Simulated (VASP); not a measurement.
Ga2O3, 10 atoms in the cell. The structure is monoclinic, space group C2/m (No. 12). The conventional cell has a = 12.255 Å, b = 3.039 Å, c = 5.808 Å, α = 90.00°, β = 103.81°, γ = 90.00°. Ga (site symmetry m) has 4 O at 1.83 to 1.87 Å within 2.4 Å. Within 2.6 Å of Ga (site symmetry m) lie 6 O at 1.94 to 2.08 Å. O (site symmetry m) has 3 Ga at 1.83 to 1.94 Å within 2.4 Å. Within 2.5 Å of O (site symmetry m) lie 4 Ga at 1.87 to 2.08 Å. O (site symmetry m) has 3 Ga at 1.84 to 1.94 Å within 2.4 Å. 

* Program: VASP 6.6.1
* Task: single point
* Functional: r2SCAN
* Potentials or basis: VASP PAW PBE potentials, release 64 (Ga_d, O)
* Cutoff: 520 eV
* k mesh: 8 × 8 × 4
* Occupations: fermi-dirac, width 0.02 eV
* Spin: no spin polarisation
* Dipole correction: no
* Further INCAR settings: ALGO = Normal; EDIFF = 1e-07; NBANDS = 55

Potentials or basis: VASP PAW PBE potentials, release 64 (Ga_d, O).

Run with:

```console
$ cat potpaw_PBE.64/Ga_d/POTCAR potpaw_PBE.64/O/POTCAR > POTCAR
$ cp INCAR.step1 INCAR
$ mpirun -np 1 vasp_std > vasp.out
$ cp INCAR.step2 INCAR
$ mpirun -np 1 vasp_std > vasp.out
```

Hardware: 1 thread of Oxide Virtual Turin-like Processor (shared host).

Q: Estimate the wall time of this run.

A: Wall time 58 min on 1 thread of Oxide Virtual Turin-like Processor (shared host), peak memory 0.53 GiB. Counts: k points 78.
